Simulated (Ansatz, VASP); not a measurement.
# Pt in VASP and in Ansatz

```
Pt
1.0
     0.00000    1.98347    1.98347
     1.98347    0.00000    1.98347
     1.98347    1.98347    0.00000
Pt
1
Direct
  0.00000 0.00000 0.00000
```

Alike in both runs: functional PBE; k mesh 8 × 8 × 8; occupations gaussian, width 0.1 eV; no spin polarisation.

Ansatz relaxed the structure, and its values are those at the end. VASP's run is a single point on that final structure, the one shown.

|  | VASP | Ansatz |
| --- | --- | --- |
| version | VASP 6.6.1 | Ansatz 0.2.0 |
| potentials or method | VASP PAW PBE potentials, release 64 (Pt), cutoff 500 eV | scalar-relativistic, plane waves, PAW |
| valence electrons in the cell | 10 | 18 |

|  | VASP | Ansatz | Ansatz less VASP |
| --- | --- | --- | --- |
| gap on the k mesh at the Fermi level (eV) | none | none | - |
| pressure (GPa) | -0.6 | -0.1 | +0.46 |

A gap of «none» marks a metal or a gap that the smearing closes. With one functional, cell and mesh, what is left measures potentials, basis and numerics. VASP's potentials hold 10 valence electrons a cell and Ansatz's 18, so a difference there can come from the potentials and not from the codes.

Neither program's run includes spin-orbit coupling.
